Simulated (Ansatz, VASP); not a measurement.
## RbCl: VASP beside Ansatz

The input INCAR:

```
PREC = Accurate
ENCUT = 500
EDIFF = 1E-6
ISMEAR = 0
SIGMA = 0.05
LREAL = False
LASPH = True
NELM = 120
ALGO = Normal
ISIF = 2
LWAVE = False
LCHARG = False
GGA = PS
NBANDS = 15
GGA_COMPAT = False
```

KPOINTS

```
Automatic mesh
0
Gamma
  8 8 8
```

Contents of POSCAR:

```
RbCl
1.0
    0.0163577266      3.2715453165      3.2715453165
    3.2715453165      0.0163577266      3.2715453165
    3.2879030431      3.2879030431      0.0000000000
Rb Cl
1 1
Direct
    0.5000000000      0.5000000000      0.5000000000
    0.0000000000      0.0000000000      0.0000000000
```

Input for Ansatz:

```yaml
crystal:
  lattice:
    - [0.0163577266, 3.2715453165, 3.2715453165]
    - [3.2715453165, 0.0163577266, 3.2715453165]
    - [3.2879030431, 3.2879030431, 0.0]
  atoms:
    - { symbol: Rb, position: [0.5, 0.5, 0.5] }
    - { symbol: Cl, position: [0.0, 0.0, 0.0] }
basis:
  ecutwfc: 420
  ecutrho_ratio: 4
kpoints:
  mp_grid: { grid: [8, 8, 8] }
hamiltonian:
  xc: pbesol
scf:
  occupations: { method: gaussian, width: 0.05 }
output:
  forces: true
  stress: true
  eigenvalues: true
```

Change from the starting cell: strain e6 = +0.01, atoms carried along.

Alike in both runs: task single point; functional PBEsol; k mesh 8 × 8 × 8; occupations gaussian, width 0.05 eV; no spin polarisation.

```csv
,VASP,Ansatz
version,VASP 6.6.1,Ansatz 0.2.0
potentials or method,"VASP PAW PBE potentials, release 64 (Rb_sv, Cl), cutoff 500 eV","scalar-relativistic, plane waves, PAW"
valence electrons in the cell,16,16
```

```tsv
	VASP	Ansatz	Ansatz less VASP
gap on the k mesh at the Fermi level (eV)	4.89	4.89	+0.004
least direct gap on the mesh (eV)	4.89	4.89	+0.004
pressure (GPa)	0.0	0.0	-0.01
traceless stress, the component that is largest in VASP (GPa)	-0.05	-0.05	0.000
```

VASP's potentials were made for PBE, not for PBEsol.
